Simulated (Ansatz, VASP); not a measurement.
**Two plane-wave programs on SnSe**

INCAR

```
  PREC = Accurate
  ENCUT = 520
  EDIFF = 1E-7
  ISMEAR = 0
  SIGMA = 0.05
  LREAL = F
  LASPH = T
  NELM = 60
  ALGO = Normal
  ISIF = 2
  LWAVE = F
  LCHARG = F
  NBANDS = 50
```

The input KPOINTS:

```
Automatic mesh
0
Gamma
  6 6 6
```

File POSCAR:

```
SnSe
1.0
    5.8932955401      0.0000000000      0.0000000000
    0.0000000000     -5.8932955401      0.0000000000
    0.0000000000      0.0000000000     -5.8932955401
Sn Se
4 4
Direct
    0.0000000000      0.0000000000      0.0000000000
    0.5000000000      0.5000000000      0.0000000000
    0.5000000000      0.0000000000      0.5000000000
    0.0000000000      0.5000000000      0.5000000000
    0.5000000000      0.0000000000      0.0033936869
    0.0000000000      0.5000000000      0.0000000000
    0.0000000000      0.0000000000      0.5000000000
    0.5000000000      0.5000000000      0.5000000000
```

Input for Ansatz:

```yaml
crystal:
  lattice:
    - [5.8932955401, 0.0, 0.0]
    - [0.0, -5.8932955401, 0.0]
    - [0.0, 0.0, -5.8932955401]
  atoms:
    - { symbol: Sn, position: [0.0, 0.0, 0.0] }
    - { symbol: Sn, position: [0.5, 0.5, 0.0] }
    - { symbol: Sn, position: [0.5, 0.0, 0.5] }
    - { symbol: Sn, position: [0.0, 0.5, 0.5] }
    - { symbol: Se, position: [0.5, 0.0, 0.0033936869] }
    - { symbol: Se, position: [0.0, 0.5, 0.0] }
    - { symbol: Se, position: [0.0, 0.0, 0.5] }
    - { symbol: Se, position: [0.5, 0.5, 0.5] }
basis:
  ecutwfc: 420
kpoints:
  mp_grid: { grid: [6, 6, 6] }
hamiltonian:
  xc: lda
scf:
  occupations: { method: gaussian, width: 0.05 }
output:
  forces: true
  stress: true
  eigenvalues: true
```

Alike in both runs: task single point; functional LDA; k mesh 6 × 6 × 6; occupations gaussian, width 0.05 eV; no spin polarisation.

|  | VASP | Ansatz |
| --- | --- | --- |
| version | VASP 6.6.1 | Ansatz 0.2.0 |
| potentials or method | VASP PAW LDA potentials, release 64 (Sn_d, Se), cutoff 520 eV | scalar-relativistic, plane waves, PAW |
| valence electrons in the cell | 80 | 120 |

|  | VASP | Ansatz | Ansatz less VASP |
| --- | --- | --- | --- |
| gap on the k mesh at the Fermi level (eV) | 0.29 | 0.29 | +0.008 |
| least direct gap on the mesh (eV) | 0.29 | 0.29 | +0.008 |
| pressure (GPa) | 0.2 | 0.1 | -0.09 |
| rms of the force components (eV/Å) | 0.006 | 0.006 | -0.0003 |

LDA's correlation is that of Perdew and Zunger in VASP and of Perdew and Wang (1992) in Ansatz. Atom by atom the forces differ by 0.000 eV/Å (rms over components). VASP's potentials hold 80 valence electrons a cell and Ansatz's 120, so a difference there can come from the potentials and not from the codes.
